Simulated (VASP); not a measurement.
Write the native input for VASP 6.6.1 that does the following.

```
Task                   : single point
Functional             : PBEsol
Potentials or basis    : VASP PAW PBE potentials, release 64 (Zn, Se)
Cutoff                 : 520 eV
k mesh                 : 8 × 8 × 6
Occupations            : gaussian, width 0.05 eV
Spin                   : no spin polarisation
Dipole correction      : no
Further INCAR settings : ALGO = Normal; EDIFF = 1e-07; NBANDS = 26
```

The structure of ZnSe lies in POSCAR:

```
ZnSe
1.0
    4.0261152320      0.0000000000      0.0000000000
    0.0000000000      4.0261152320      0.0000000000
    0.0000000000      0.0000000000      5.5286396999
Zn Se
2 2
Direct
    0.0000000000      0.0000000000      0.0000000000
    0.5000000000      0.5000000000      0.0000000000
    0.0000000000      0.5000000000      0.2139048092
    0.5000000000      0.0000000000      0.7860951908
```

The input as run:

INCAR

```
SYSTEM = ZnSe
ALGO = Normal ; EDIFF = 1E-7
ENCUT = 520 ; GGA = PS
ISIF = 2 ; ISMEAR = 0
LASPH = .TRUE. ; LCHARG = .FALSE.
LREAL = .FALSE. ; LWAVE = .FALSE.
NBANDS = 26 ; NELM = 60
PREC = Accurate ; SIGMA = 0.05
```

KPOINTS

```
k-points
0
G
  8 8 6
  0 0 0
```

Potentials or basis: VASP PAW PBE potentials, release 64 (Zn, Se).

The run is started by

```console
$ cat potpaw_PBE.64/Zn/POTCAR potpaw_PBE.64/Se/POTCAR > POTCAR
$ mpirun -np 1 vasp_std > vasp.out
```

It gave:

```json
{
  "Pressure": "14.6 GPa",
  "Largest force": "3.336 eV/Å",
  "Band gap on the k mesh": "1.05 eV, direct"
}
```

Caveat: the PAW data sets were made with another functional, which shifts forces and pressure a little.

It took 64 s on 1 thread of Intel(R) Xeon(R) 6975P-C (Granite Rapids), with other jobs on the host, peak memory 0.25 GiB.
